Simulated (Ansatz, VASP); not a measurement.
# One calculation of InAs3, two programs

```
In As
1.0
     2.99450    0.00000    0.00000
    -1.49725    2.59331    0.00000
     0.00000    0.00000   11.17341
In As
1 3
Direct
  0.00000 0.00000 0.50000
  0.00000 0.00000 0.76086
  0.00000 0.00000 0.23914
  0.00000 0.00000 0.00000
```

Alike in both runs: functional PBE; k mesh 6 × 6 × 2; occupations gaussian, width 0.1 eV; no spin polarisation.

Ansatz relaxed the structure, and its values are those at the end. VASP's run is a single point on that final structure, the one shown.

|  | VASP | Ansatz |
| --- | --- | --- |
| version | VASP 6.6.1 | Ansatz 0.2.0 |
| potentials or method | VASP PAW PBE potentials, release 64 (In_d, As), cutoff 520 eV | scalar-relativistic, plane waves, PAW |
| valence electrons in the cell | 28 | 58 |

|  | VASP | Ansatz | Ansatz less VASP |
| --- | --- | --- | --- |
| gap on the k mesh at the Fermi level (eV) | none | none | - |
| pressure (GPa) | -0.1 | -0.1 | -0.06 |
| rms of the force components (eV/Å) | 0.005 | 0.003 | -0.0020 |

A gap of «none» marks a metal or a gap that the smearing closes. VASP's potentials hold 28 valence electrons a cell and Ansatz's 58, so a difference there can come from the potentials and not from the codes.

The k mesh is coarse, so the values compare programs but aren't converged.
